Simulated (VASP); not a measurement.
A run of VASP 6.6.1:

File POSCAR:

```
KTaO3
1.0
    3.9502297920      0.0000000000      0.0000000000
    0.0000000000      3.9502297920      0.0000000000
    0.0000000000      0.0000000000      3.9502297920
K Ta O
1 1 3
Direct
    0.0000000000      0.0000000000      0.0000000000
    0.5000000000      0.5000000000      0.5000000000
    0.5000000000      0.5000000000      0.0000000000
    0.5000000000      0.0000000000      0.5000000000
    0.0000000000      0.5000000000      0.5000000000
```

INCAR.step1

```
PREC = Accurate ; ENCUT = 520
ISMEAR = 0 ; SIGMA = 0.01
LREAL = F ; LASPH = T
NELM = 80 ; NBANDS = 27
GGA = PE ; ALGO = Normal
EDIFF = 1E-4 ; LWAVE = T
LCHARG = F
```

Contents of INCAR.step2:

```
PREC = Accurate ; ENCUT = 520
EDIFF = 1E-6 ; ISMEAR = 0
SIGMA = 0.01 ; LREAL = F
LASPH = T ; NELM = 80
ALGO = Normal ; ISIF = 2
LWAVE = F ; LCHARG = T
METAGGA = R2SCAN ; LMIXTAU = T
LELF = T ; LVHAR = T
NBANDS = 27 ; ISTART = 1
```

File KPOINTS:

```
regular mesh
0
Gamma
  6 6 6
```

Potentials or basis: VASP PAW PBE potentials, release 64 (K_sv, Ta_pv, O).

Run with:

```console
$ cat potpaw_PBE.64/K_sv/POTCAR potpaw_PBE.64/Ta_pv/POTCAR potpaw_PBE.64/O/POTCAR > POTCAR
$ cp INCAR.step1 INCAR
$ mpirun -np 1 vasp_std > vasp.out
$ cp INCAR.step2 INCAR
$ mpirun -np 1 vasp_std > vasp.out
```

Hardware: 1 thread of AMD EPYC 9R45 96-Core Processor (Zen 5), on a shared host.

Task: How long does it take, and how much memory?

Result: Run time: 64 s on 1 thread of AMD EPYC 9R45 96-Core Processor (Zen 5) (shared host), peak memory 0.16 GiB. Counts: k points 20.
